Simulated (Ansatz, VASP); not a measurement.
**Two plane-wave programs on AlCo**

```xyz
2
Lattice="0.0000 2.3941 2.3941 2.3941 0.0000 2.3941 2.3941 2.3941 0.0000" Properties=species:S:1:pos:R:3 pbc="T T T"
Al    0.0000    0.0000    0.0000
Co    2.3941    2.3941    2.3941
```

Alike in both runs: functional PBE; k mesh 20 × 20 × 20; occupations gaussian, width 0.1 eV; collinear spin.

Ansatz relaxed the structure, and its values are those at the end. VASP's run is a single point on that final structure, the one shown.

|  | VASP | Ansatz |
| --- | --- | --- |
| version | VASP 6.6.1 | Ansatz 0.2.0 |
| potentials or method | VASP PAW PBE potentials, release 64 (Al, Co), cutoff 520 eV | scalar-relativistic, plane waves, PAW |
| valence electrons in the cell | 12 | 20 |

|  | VASP | Ansatz | Ansatz less VASP |
| --- | --- | --- | --- |
| gap on the k mesh at the Fermi level (eV) | none | none | - |
| pressure (GPa) | -0.1 | 0.0 | +0.06 |
| net moment per atom (μB) | 0.00 | 0.00 | 0.000 |

A gap of «none» marks a metal or a gap that the smearing closes. VASP's potentials hold 12 valence electrons a cell and Ansatz's 20, so a difference there can come from the potentials and not from the codes. Ansatz's warnings: seeded moment not kept.
